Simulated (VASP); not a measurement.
Set up this calculation in VASP 6.6.1, as the native input.

```yaml
Task: relaxation of cell and atoms
Functional: PBE
Potentials_or_basis: VASP PAW PBE potentials, release 64 (Lu, F)
Cutoff: 600 eV
k_mesh: 6 × 6 × 4
Occupations: gaussian, width 0.1 eV
Spin: no spin polarisation
Dipole_correction: no
Further_INCAR_settings: ALGO = Normal; EDIFF = 1e-06; IBRION = 2; EDIFFG = -0.04; NSW = 90; ISIF = 3
```

The structure of Lu3F2 lies in POSCAR:

```
Lu3F2
1.0
    3.4827449700      0.0000000000      0.0000000000
    0.0000000000      3.4827449700      0.0000000000
    0.0000000000      0.0000000000      7.1189375800
Lu F
3 2
Direct
    0.0000000000      0.5000000000      0.3652538100
    0.5000000000      0.0000000000      0.6347461900
    0.5000000000      0.5000000000      0.0000000000
    0.5000000000      0.0000000000      0.2621575700
    0.0000000000      0.5000000000      0.7378424300
```

The cell was generated, and may not be a known phase.

One way to write it, as run:

INCAR

```
SYSTEM = Lu3F2
PREC = Accurate
ENCUT = 600
EDIFF = 1E-6
ISMEAR = 0
SIGMA = 0.1
LREAL = .False.
LASPH = .True.
NELM = 60
ALGO = Normal
ISIF = 3
LWAVE = .False.
LCHARG = .False.
GGA = PE
IBRION = 2
NSW = 90
EDIFFG = -0.04
```

KPOINTS

```
Automatic mesh
0
Gamma
  6 6 4
  0 0 0
```

Potentials or basis: VASP PAW PBE potentials, release 64 (Lu, F).

Command:

```bash
$ cat potpaw_PBE.64/Lu/POTCAR potpaw_PBE.64/F/POTCAR > POTCAR
$ mpirun -np 1 vasp_std > vasp.out
```

Results of the run:

```json
{"Relaxed volume": "19.95 Å³/atom", "Relaxed cell": "a = 3.367 Å, b = 3.367 Å, c = 8.798 Å, α = 90.00°, β = 90.00°, γ = 90.00°", "Space group after relaxing (to 0.1 Å)": "P-4m2 (No. 115)", "Energy gained by relaxing": "291.4 meV/atom", "Ionic steps": "14", "Pressure after relaxing": "0.0 GPa", "Largest force after relaxing": "0.019 eV/Å", "Band gap on the k mesh": "zero (an odd number of electrons rules out a gap without spin polarisation)"}
```

Caveat: the volume moved by over 15 % at a fixed basis, so the end points are rough; spin-orbit coupling is left out, which moves the levels of the heavy elements; an odd number of electrons without spin polarisation forces a metal; a magnetic or distorted state may lie lower.

Wall time 39 min on 1 thread of AMD EPYC 7R43 64-Core Processor (Zen 3), on a shared host, peak memory 0.27 GiB.
